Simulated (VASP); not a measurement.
# CaO (P-6m2) in VASP: single point with PBE

Aim: the single point of CaO with PBE.

All numbers are computed with VASP 6.6.1; they aren't measurements. Logs are shortened: lines on timing, memory, paths and dates and some standing lists are left out, and cuts for length are marked.

### 1 The cell of the first run

It takes space group P-6m2 (No. 187, hexagonal). Conventional cell: a = 3.300 Å, b = 3.300 Å, c = 2.999 Å, α = 90.00°, β = 90.00°, γ = 120.00°. Within 3.4 Å of Ca (site symmetry -6m2) lie 6 O at 2.42 Å and 8 Ca at 3.00 to 3.30 Å. Within 3.4 Å of O (site symmetry -6m2) lie 6 Ca at 2.42 Å and 8 O at 3.00 to 3.30 Å.

The cell was generated, and may not be a known phase.

### 2 Single point, PBE, collinear spin

Contents of INCAR:

```
ALGO = Normal
EDIFF = 1E-7
ENCUT = 520
GGA = PE
ISIF = 2
ISMEAR = 0
ISPIN = 2
LASPH = True
LCHARG = False
LORBIT = 11
LREAL = False
LWAVE = False
MAGMOM = -0.14 0.62
NBANDS = 19
NELM = 150
PREC = Accurate
SIGMA = 0.1
```

Contents of KPOINTS:

```
k-points
0
Gamma
  24 24 12
```

Contents of POSCAR:

```
CaO
1.0
    3.3004901390      0.0000000000      0.0000000000
   -1.6502450695      2.8583083053      0.0000000000
    0.0000000000      0.0000000000      2.9987052257
Ca O
1 1
Direct
    0.0000000000      0.0000000000      0.0000000000
    0.3333333333      0.6666666667      0.5000000000
```

Potentials or basis: VASP PAW PBE potentials, release 64 (Ca_sv, O).

Run with:

```sh
> cat potpaw_PBE.64/Ca_sv/POTCAR potpaw_PBE.64/O/POTCAR > POTCAR
> mpirun -np 1 vasp_std > vasp.out
```

OUTCAR:

```text
EDIFF = 1E-7
   ENCUT = 520
   GGA = PE
   ISIF = 2
   ISMEAR = 0
   ISPIN = 2
   LASPH = True
   LORBIT = 11
   LREAL = False
   NELM = 150
   PREC = Accurate

 ion  position               nearest neighbor table
   1  0.000  0.000  0.000-   2 2.42   2 2.42   2 2.42   2 2.42   2 2.42   2 2.42
   2  0.333  0.667  0.500-   1 2.42   1 2.42   1 2.42   1 2.42   1 2.42   1 2.42

  LATTYP: Found a hexagonal cell.
 ALAT       =     3.3004901390
 C/A-ratio  =     0.9085636070

  Lattice vectors:

 A1 = (   3.3004901390,   0.0000000000,   0.0000000000)
 A2 = (  -1.6502450695,   2.8583083053,   0.0000000000)
 A3 = (   0.0000000000,   0.0000000000,   2.9987052257)

Analysis of symmetry for initial positions (statically):
=====================================================================
 Subroutine PRICEL returns:
 Original cell was already a primitive cell.

 Routine SETGRP: Setting up the symmetry group for a
 hexagonal supercell.

 Subroutine GETGRP returns: Found 12 space group operations
 (whereof 12 operations were pure point group operations)
 out of a pool of 24 trial point group operations.

The static configuration has the point symmetry D_3h.

Analysis of symmetry for dynamics (positions and initial velocities):
=====================================================================
 Subroutine PRICEL returns:
 Original cell was already a primitive cell.

 Routine SETGRP: Setting up the symmetry group for a
 hexagonal supercell.

 Subroutine GETGRP returns: Found 12 space group operations
 (whereof 12 operations were pure point group operations)
 out of a pool of 24 trial point group operations.

The dynamic configuration has the point symmetry D_3h.

Analysis of structural, dynamic, and magnetic symmetry:
=====================================================================
 Subroutine PRICEL returns:
 Original cell was already a primitive cell.

 Routine SETGRP: Setting up the symmetry group for a
 hexagonal supercell.

 Subroutine GETGRP returns: Found 12 space group operations
 (whereof 12 operations were pure point group operations)
 out of a pool of 24 trial point group operations.

The overall configuration has the point symmetry D_3h.

 Subroutine INISYM returns: Found 12 space group operations
 (whereof 12 operations are pure point group operations),
 and found     1 'primitive' translations

----------------------------------------------------------------------------------------

                                     Primitive cell

  volume of cell :      28.2892

  direct lattice vectors                    reciprocal lattice vectors
     3.300490139  0.000000000  0.000000000     0.302985302  0.174928645  0.000000000
    -1.650245069  2.858308305  0.000000000     0.000000000  0.349857291  0.000000000
     0.000000000  0.000000000  2.998705226     0.000000000  0.000000000  0.333477259

  length of vectors
     3.300490139  3.300490139  2.998705226     0.349857291  0.349857291  0.333477259

  position of ions in fractional coordinates (direct lattice)
     0.000000000  0.000000000  0.000000000
     0.333333333  0.666666667  0.500000000

  ion indices of the primitive-cell ions
   primitive index   ion index
                 1           1
                 2           2

----------------------------------------------------------------------------------------

 KPOINTS: k-points

Automatic generation of k-mesh.
 Grid dimensions read from file:
 generate k-points for:   24   24   12

 Generating k-lattice:

  Cartesian coordinates                     Fractional coordinates (reciprocal lattice)
     0.012624388  0.007288694  0.000000000     0.041666667  0.000000000  0.000000000
     0.000000000  0.014577387  0.000000000     0.000000000  0.041666667  0.000000000
     0.000000000  0.000000000  0.027789772     0.000000000  0.000000000  0.083333333

  Length of vectors
     0.014577387  0.014577387  0.027789772

  Shift w.r.t. Gamma in fractional coordinates (k-lattice)
     0.000000000  0.000000000  0.000000000

 Subroutine IBZKPT returns following result:
 ===========================================

 Found    427 irreducible k-points:

 Following reciprocal coordinates:
            Coordinates               Weight
  0.000000  0.000000  0.000000      1.000000
  0.041667  0.000000  0.000000      6.000000
  0.083333  0.000000  0.000000      6.000000
  0.125000  0.000000  0.000000      6.000000
  0.166667  0.000000  0.000000      6.000000
  0.208333  0.000000  0.000000      6.000000
[... 16 lines left out ...]
  0.416667  0.041667  0.000000     12.000000
  0.458333  0.041667  0.000000     12.000000
 [... further k-points ...]
   k-points           NKPTS =    427   k-points in BZ     NKDIM =    427   number of bands    NBANDS=     19
   number of dos      NEDOS =    301   number of ions     NIONS =      2
   total plane-waves  NPLWV =  18816
   dimension x,y,z NGX =    28 NGY =   28 NGZ =   24
   dimension x,y,z NGXF=    56 NGYF=   56 NGZF=   48
   ions per type =               1   1
   NGX,Y,Z   is equivalent  to a cutoff of  14.10, 14.10, 13.31 a.u.
   NGXF,Y,Z  is equivalent  to a cutoff of  28.21, 28.21, 26.61 a.u.
 SYSTEM =  unknown system
   PREC   = accura    normal or accurate (medium, high low for compatibility)
   ISTART =      0    job   : 0-new  1-cont  2-samecut
   ICHARG =      2    charge: 1-file 2-atom 10-const
   ISPIN  =      2    spin polarized calculation?
   LNONCOLLINEAR =      F non collinear calculations
   LSORBIT =      F    spin-orbit coupling
   LASPH  =      T    aspherical Exc in radial PAW
   ENCUT  =  520.0 eV  38.22 Ry    6.18 a.u.   6.14  6.14  5.58*2*pi/ulx,y,z
   NELM   =    150;   NELMIN=  2; NELMDL= -5     # of ELM steps
   EDIFF  = 0.1E-06   stopping-criterion for ELM
   LREAL  =      F    real-space projection
   EDIFFG = 0.1E-05   stopping-criterion for IOM
   NSW    =      0    number of steps for IOM
   IBRION =     -1    ionic relax: 0-MD 1-quasi-New 2-CG
   NFREE  =      0    steps in history (QN), initial steepest desc. (CG)
   ISIF   =      2    stress and relaxation
   ISYM   =      2    0-nonsym 1-usesym 2-fastsym
   POTIM  = 0.5000    time-step for ionic-motion
   TEBEG  =    0.0;   TEEND  =   0.0 temperature during run
   PSTRESS=    0.0 pullay stress
   NELECT =      16.0000    total number of electrons
   NUPDOWN=      -1.0000    fix difference up-down
   EMIN   =  10.00;   EMAX   =-10.00  energy-range for DOS
   EFERMI =   0.00;   METHOD = LEGACY
   ISMEAR =     0;   SIGMA  =   0.10  broadening in eV -4-tet -1-fermi 0-gaus
   EFERMI_NEDOS =   21; number of points for ismear=-14 and -15
   IALGO  =     38    algorithm
   IMIX   =      4    mixing-type and parameters
     AMIX     =   0.40;   BMIX     =  1.00
     AMIX_MAG =   1.60;   BMIX_MAG =  1.00
  volume/ion in A,a.u.               =      14.14        95.45
  Fermi-wavevector in a.u.,A,eV,Ry     =   1.353862  2.558428 24.938694  1.832942
  Thomas-Fermi vector in A             =   2.481082
   LORBIT       =     11    0 simple, 1 ext, 2 COOP (PROOUT), +10 PAW based schemes
   GGA     = PE    functional components
   LHFCALC =     F    Hartree Fock is set to
   AEXX    =    0.0000 exact exchange contribution
   IVDW    =     0    specifies the selected vdW correction
   LEPSILON=     F    determine dielectric tensor
   LRPA    =     F    only Hartree local field effects (RPA)
 spin polarized calculation
 Gauss-broadening in eV      SIGMA  =   0.10
  energy-cutoff  :      520.00
  volume of cell :       28.29
 maximum number of plane-waves:       778
 NGX is ok and might be reduce to    28
   NGX = 13   NGY = 13   NGZ = 11

 number of electron      15.9999996 magnetization      -0.0000993

 number of electron      15.9999996 magnetization       0.0000099

 Free energy of the ion-electron system (eV)
  ---------------------------------------------------
  ext. energy  EPLUGINS =         0.00000000
  ---------------------------------------------------
  free energy    TOTEN  =       -12.30464651 eV

  energy without entropy =      -12.30464651  energy(sigma->0) =      -12.30464651

 E-fermi :   3.2190     XC(G=0): -10.3545

 val. band max:        2.6940153984   @ k =   0.0000   0.0000   0.0000
 cond. band min:       6.0113138359   @ k =   0.0000   0.0000   0.0000
 fundamental gap:      3.3172984375
 Fermi energy:         3.2189671514

 spin component 1

 k-point     1 :       0.0000    0.0000    0.0000
  band No.  band energies     occupation
      1     -35.7347      1.00000
      2     -16.5017      1.00000
      3     -16.5017      1.00000
      4     -16.3217      1.00000
      5     -13.1187      1.00000
      6       1.8857      1.00000
[... 11 lines left out ...]
     18      22.6489      0.00000
     19      25.9795      0.00000
[... 485 lines left out ...]
 k-point    24 :       0.4583    0.0417    0.0000
  band No.  band energies     occupation
      1     -35.6413      1.00000
      2     -17.4332      1.00000
      3     -16.6583      1.00000
      4     -16.2336      1.00000
      5     -12.2511      1.00000
      6       0.0705      1.00000
[... 11 lines left out ...]
     18      23.3226      0.00000
     19      26.4503      0.00000

 [... further k-points ...]

 spin component 2

 k-point     1 :       0.0000    0.0000    0.0000
  band No.  band energies     occupation
      1     -35.7347      1.00000
      2     -16.5017      1.00000
      3     -16.5017      1.00000
      4     -16.3217      1.00000
      5     -13.1186      1.00000
      6       1.8857      1.00000
[... 11 lines left out ...]
     18      22.6489      0.00000
     19      25.9795      0.00000
[... 485 lines left out ...]
 k-point    24 :       0.4583    0.0417    0.0000
  band No.  band energies     occupation
      1     -35.6413      1.00000
      2     -17.4332      1.00000
      3     -16.6583      1.00000
      4     -16.2336      1.00000
      5     -12.2511      1.00000
      6       0.0705      1.00000
[... 11 lines left out ...]
     18      23.3226      0.00000
     19      26.4503      0.00000

 [... further k-points ...]
[... 5 lines left out ...]
  --------------------------------------------------------------------------------------
  -------------------------------------------------------------------------------------
  Total        0.0852149      0.0852149      0.1116172      0.0000000     -0.0000000      0.0000000
  in kB        4.8261941      4.8261941      6.3215061      0.0000000     -0.0000000      0.0000000
  external PRESSURE =       5.3246314 kB  Pullay stress =       0.0000000 kB

 VOLUME and BASIS-vectors are now :
 -----------------------------------------------------------------------------
  energy-cutoff  :      520.00
  volume of cell :       28.29
      direct lattice vectors                 reciprocal lattice vectors
     3.300490139  0.000000000  0.000000000     0.302985302  0.174928645  0.000000000
    -1.650245069  2.858308305  0.000000000     0.000000000  0.349857291  0.000000000
     0.000000000  0.000000000  2.998705226     0.000000000  0.000000000  0.333477259

 POSITION                                       TOTAL-FORCE (eV/Angst)
 -----------------------------------------------------------------------------------
      0.00000      0.00000      0.00000         0.000000     -0.000000      0.000000
     -0.00000      1.90554      1.49935         0.000000      0.000000      0.000000
 -----------------------------------------------------------------------------------
    total drift:                                0.000000     -0.000000     -0.000000

  FREE ENERGIE OF THE ION-ELECTRON SYSTEM (eV)
  ---------------------------------------------------
  free  energy   TOTEN  =       -12.3046465109 eV

  energy  without entropy=      -12.3046465109  energy(sigma->0) =      -12.30464651

 total charge

# of ion       s       p       d       tot
------------------------------------------
    1        2.042   5.871   0.307   8.221
    2        1.549   3.443   0.000   4.992
--------------------------------------------------
tot          3.592   9.314   0.307  13.213

 magnetization (x)

# of ion       s       p       d       tot
------------------------------------------
    1        0.000  -0.000   0.000   0.000
    2        0.000  -0.000   0.000  -0.000
--------------------------------------------------
tot          0.000  -0.000   0.000  -0.000
```

Run time: 5.7 min. Hardware: 1 thread of Intel Xeon Platinum 8488C (Sapphire Rapids), shared host; peak memory 0.44 GiB.

What came out:

* Free energy: -12.3046 eV
* Pressure: 0.5 GPa
* Band gap on the k mesh: 3.32 eV
* Net moment: 0.00 μB per cell
* Valence electrons inside the program's atomic spheres: Ca 8.22; O 4.99

Stress tensor (GPa, compression positive):
```
0.48 0.00 0.00
0.00 0.48 0.00
0.00 0.00 0.63
```
